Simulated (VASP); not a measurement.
NbCd3: single point with LDA

Crystal: NbCd3.

```
Nb Cd
1.0
     4.18542    0.00000    0.00000
     0.00000    4.18542    0.00000
     0.00000    0.00000    4.18542
Nb Cd
1 3
Direct
  0.00000 0.00000 0.00000
  0.00000 0.50000 0.50000
  0.50000 0.00000 0.50000
  0.50000 0.50000 0.00000
```

```json
{
 "Program": "VASP 6.6.1",
 "Task": "single point",
 "Functional": "LDA",
 "Potentials or basis": "VASP PAW LDA potentials, release 64 (Nb_sv, Cd)",
 "Cutoff": "520 eV",
 "k mesh": "8 × 8 × 8",
 "Occupations": "fermi-dirac, width 0.1 eV",
 "Spin": "no spin polarisation",
 "Dipole correction": "no",
 "Further INCAR settings": "ALGO = Normal; EDIFF = 1e-07; NBANDS = 32"
}
```

```json
{
  "Pressure": "0.9 GPa"
}
```

Levels at points of the mesh, in eV from the Fermi level:
```tsv
k point	band 21	band 22	band 23	band 24	band 25	band 26	band 27	band 28	band 29	band 30
(0.00, 0.00, 0.00)	-0.93	-0.93	0.18	0.18	0.18	1.34	1.34	1.34	5.73	6.06
(0.50, 0.00, 0.00)	-6.04	-0.94	-0.94	-0.83	1.05	1.25	3.30	4.35	4.35	5.48
(0.50, 0.50, 0.00)	-3.25	-3.21	-3.21	-0.34	-0.34	1.14	1.90	2.25	5.73	6.61
(0.50, 0.50, 0.50)	-2.43	-2.43	-2.43	-1.22	-1.22	-1.22	1.56	1.56	3.94	4.44
```

Run time: 32 s on 1 thread of Intel(R) Xeon(R) Platinum 8488C (Sapphire Rapids), with other jobs on the host, peak memory 0.2 GiB.
